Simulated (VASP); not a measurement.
A run of VASP 6.6.1:

File INCAR:

```
SYSTEM = SnO2
PREC = Accurate
ENCUT = 520
EDIFF = 1E-6
ISMEAR = 0
SIGMA = 0.05
LREAL = .FALSE.
LASPH = .TRUE.
NELM = 80
ALGO = Normal
ISIF = 2
LWAVE = .FALSE.
LCHARG = .TRUE.
LELF = .TRUE.
LVHAR = .TRUE.
NBANDS = 64
```

Contents of KPOINTS:

```
regular mesh
0
G
  6 6 6
  0 0 0
```

Contents of POSCAR:

```
SnO2
1.0
   -3.2078313831     -1.8520423126      4.0813809037
    3.2078313831     -1.8520423126      4.0813809037
    0.0000000000      3.7040846251      4.0813809037
Sn O
4 8
Direct
    0.5000000000      0.5000000000      0.5000000000
    1.0000000000      1.0000000000      0.5000000000
    1.0000000000      0.5000000000      0.0000000000
    0.5000000000      1.0000000000      0.0000000000
    0.2588052187      0.2588052187      0.2588052187
    0.7451905456      0.7451905456      0.2451905456
    0.7451905456      0.2451905456      0.7451905456
    0.2451905456      0.7451905456      0.7451905456
    0.7548094544      0.7548094544      0.7548094544
    0.2548094544      0.2548094544      0.7548094544
    0.2548094544      0.7548094544      0.2548094544
    0.7548094544      0.2548094544      0.2548094544
```

Potentials or basis: VASP PAW LDA potentials, release 64 (Sn_d, O).

The run is started by

```console
$ cat potpaw_LDA.64/Sn_d/POTCAR potpaw_LDA.64/O/POTCAR > POTCAR
$ mpirun -np 1 vasp_std > vasp.out
```

Hardware: 1 thread of Intel(R) Xeon(R) Platinum 8488C (Sapphire Rapids), on a shared host.

How long does it take, and how much memory?

Wall time 3.9 min on 1 thread of Intel(R) Xeon(R) Platinum 8488C (Sapphire Rapids), on a shared host, peak memory 0.34 GiB. Counts: scf iterations 14, k points 32.
